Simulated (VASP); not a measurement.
**SnPt3: electric field gradients with LDA**

SnPt3:

```
Sn Pt
1.0
     3.92000    0.00000    0.00000
     0.00000    3.92000    0.00000
     0.00000    0.00000    4.00000
Sn Pt
1 3
Direct
  0.00000 0.00000 0.00000
  0.00000 0.50000 0.50000
  0.50000 0.00000 0.50000
  0.50000 0.50000 0.00000
```

This cell differs from its parent crystal: equal xx and yy strain of -2 %.

```
Program                : VASP 6.6.1
Task                   : electric field gradients
Functional             : LDA
Potentials or basis    : VASP PAW LDA potentials, release 64 (Sn_d, Pt)
Cutoff                 : 400 eV
k mesh                 : 8 × 8 × 8
Occupations            : fermi-dirac, width 0.05 eV
Spin                   : no spin polarisation
Dipole correction      : no
Further INCAR settings : ALGO = Normal; EDIFF = 1e-08; NBANDS = 30
```

The pressure is 7.5 GPa. The band gap on the k mesh is zero (bands 22 and 23 overlap by 0.59 eV). The largest electric field gradient by atom is Sn +10.4; Pt -159.3, -144.0 (each value once) V/Å².

Stress tensor (GPa, compression positive):
```
8.52 0.00 0.00
0.00 8.52 0.00
0.00 0.00 5.58
```

Levels at points of the mesh, in eV from the Fermi level:
| k point | band 20 | band 21 | band 22 | band 23 | band 24 | band 25 |
| --- | --- | --- | --- | --- | --- | --- |
| (0.00, 0.00, 0.00) | -1.19 | -0.41 | 0.10 | 0.10 | 0.30 | 3.22 |
| (0.50, 0.00, 0.00) | -2.51 | -1.24 | 0.11 | 1.87 | 3.97 | 4.21 |
| (0.50, 0.50, 0.00) | -2.15 | -1.98 | -1.60 | 1.09 | 1.09 | 5.11 |
| (0.00, 0.00, 0.50) | -2.56 | -1.08 | 0.30 | 2.09 | 3.91 | 3.91 |
| (0.50, 0.00, 0.50) | -2.27 | -2.09 | -1.67 | 0.93 | 0.94 | 5.32 |
| (0.50, 0.50, 0.50) | -2.13 | -0.91 | -0.38 | -0.29 | -0.29 | 1.08 |

Electric field gradients, principal values (V/Å²):
```
atom   least  middle  greatest (by size)
1 Sn  -5.198  -5.198              10.396
2 Pt  68.144  91.127            -159.271
3 Pt  68.144  91.127            -159.271
4 Pt  72.018  72.018            -144.035
```

Wall time 2.2 min on 1 thread of Intel Xeon 8259CL (shared host), peak memory 0.2 GiB.

Caveat: the cell differs from its parent crystal (equal xx and yy strain of -2 %); the cell stands under pressure; without QUAD_EFG the Cq values of the log hold for a quadrupole moment of 1 mb, not for the nuclei; spin-orbit coupling is left out, which moves the levels of the heavy elements.
